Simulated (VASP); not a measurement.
# VSi (wurtzite type): single point with LDA

Crystal: VSi (wurtzite type).

```
V Si
1.0
     3.80577    0.00000    0.00000
    -1.90289    3.29590    0.00000
     0.00000    0.00000    4.36108
V Si
2 2
Direct
  0.33333 0.66667 0.93800
  0.66667 0.33333 0.43800
  0.33333 0.66667 0.43800
  0.66667 0.33333 0.93800
```

```
Program             : VASP 6.6.1
Task                : single point
Functional          : LDA
Potentials or basis : VASP PAW LDA potentials, release 64 (V_sv, Si)
Cutoff              : 520 eV
k mesh              : 10 × 10 × 5
Occupations         : fermi-dirac, width 0.1 eV
Spin                : no spin polarisation
```

- Pressure: 39.6 GPa
- Band gap on the k mesh: zero (band 17 reaches 9.94 eV, above the bottom of band 18 at 8.84 eV)

Stress tensor (GPa, compression positive):
```
39.50  0.00  0.00
 0.00 39.50  0.00
 0.00  0.00 39.73
```

Levels at points of the mesh, in eV from the Fermi level:
```tsv
k point	band 15	band 16	band 17	band 18	band 19	band 20
(0.00, 0.00, 0.00)	-2.27	-1.10	-1.10	-0.21	1.39	1.39
(0.50, 0.00, 0.00)	-1.77	-1.24	-0.22	0.12	0.80	0.95
```

It took 26 s on 1 thread of AMD EPYC 9R45 96-Core Processor (Zen 5), with other jobs on the host, peak memory 0.14 GiB.
